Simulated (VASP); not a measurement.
The system is Cu3O2.

```
Cu O
1.0
    -2.02298    2.02298    3.67362
     2.02298   -2.02298    3.67362
     2.02298    2.02298   -3.67362
Cu O
3 2
Direct
  0.00000 0.00000 0.00000
  0.75000 0.25000 0.50000
  0.25000 0.75000 0.50000
  0.50000 0.00000 0.50000
  0.00000 0.50000 0.50000
```

- Program: VASP 6.6.1
- Task: relaxation of cell and atoms
- Functional: PBEsol
- Potentials or basis: VASP PAW PBE potentials, release 64 (Cu, O)
- Cutoff: 600 eV
- k mesh: 9 × 9 × 9
- Occupations: fermi-dirac, width 0.05 eV
- Spin: no spin polarisation

At the start: pressure -5.5 GPa; volume 12.03 Å³/atom.

Q: How do energy, volume and symmetry change on relaxing?

A: Over 6 steps the energy falls by 9.0 meV/atom and the volume is 11.48 Å³/atom (-4.6 %); space group I4/mmm (No. 139, to 0.1 Å) before and after.

Step by step:
| step | energy change (eV) | largest force (eV/Å) | pressure (GPa) | volume (Å³) |
| --- | --- | --- | --- | --- |
| 1 | 0.0000 | 0.0000 | -5.46 | 60.14 |
| 2 | -0.0117 | 0.0000 | 4.34 | 56.63 |
| 3 | -0.0376 | 0.0000 | -0.47 | 58.17 |
| 4 | -0.0441 | 0.0000 | -0.20 | 57.67 |
| 5 | -0.0448 | 0.0000 | 0.13 | 57.28 |
| 6 | -0.0450 | 0.0000 | -0.05 | 57.40 |

Final structure:
```
Cu O
1.0
    -1.98558    1.98558    3.63951
     1.98558   -1.98558    3.63951
     1.98558    1.98558   -3.63951
Cu O
3 2
Direct
  0.00000 0.00000 0.00000
  0.75000 0.25000 0.50000
  0.25000 0.75000 0.50000
  0.50000 0.00000 0.50000
  0.00000 0.50000 0.50000
```

Caveat: the PAW data sets were made with another functional, which shifts forces and pressure a little.
